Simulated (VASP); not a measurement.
Set up this calculation in VASP 6.6.1, as the native input.

```yaml
Task: single point
Functional: PBE
Potentials_or_basis: VASP PAW PBE potentials, release 64 (Cd, S)
Cutoff: 520 eV
k_mesh: 7 × 7 × 4
Occupations: fermi-dirac, width 0.05 eV
Spin: no spin polarisation
Dipole_correction: no
Further_INCAR_settings: ALGO = Normal; EDIFF = 1e-07; NBANDS = 26
```

The structure of CdS (Greenockite) lies in POSCAR:

```
CdS
1.0
    4.2046115259      0.0000000000      0.0000000000
   -2.1023057629      3.6413003944      0.0000000000
    0.0000000000      0.0000000000      6.8256549035
Cd S
2 2
Direct
    0.6666666667      0.3333333333      0.5000000000
    0.3333333333      0.6666666667      0.0000000000
    0.6666666667      0.3333333333      0.8750000000
    0.3333333333      0.6666666667      0.3750000000
```

This cell differs from its parent crystal: volume scaled by 1.04.

These files were run (other wordings do the same):

INCAR

```
SYSTEM = CdS
  PREC = Accurate
  ENCUT = 520
  EDIFF = 1E-7
  ISMEAR = -1
  SIGMA = 0.05
  LREAL = .False.
  LASPH = .True.
  NELM = 60
  ALGO = Normal
  ISIF = 2
  LWAVE = .False.
  LCHARG = .True.
  GGA = PE
  LELF = .True.
  LVHAR = .True.
  NBANDS = 26
```

KPOINTS

```
regular mesh
0
Gamma
  7 7 4
  0 0 0
```

Potentials or basis: VASP PAW PBE potentials, release 64 (Cd, S).

Run with:

```bash
$ cat potpaw_PBE.64/Cd/POTCAR potpaw_PBE.64/S/POTCAR > POTCAR
$ mpirun -np 1 vasp_std > vasp.out
```

It gave:

The pressure is 0.1 GPa. The largest force is 0.061 eV/Å and the band gap on the k mesh is 1.10 eV, direct.

Run time: 31 s on 1 thread of Intel(R) Xeon(R) 6975P-C (Granite Rapids), with other jobs on the host, peak memory 0.24 GiB.
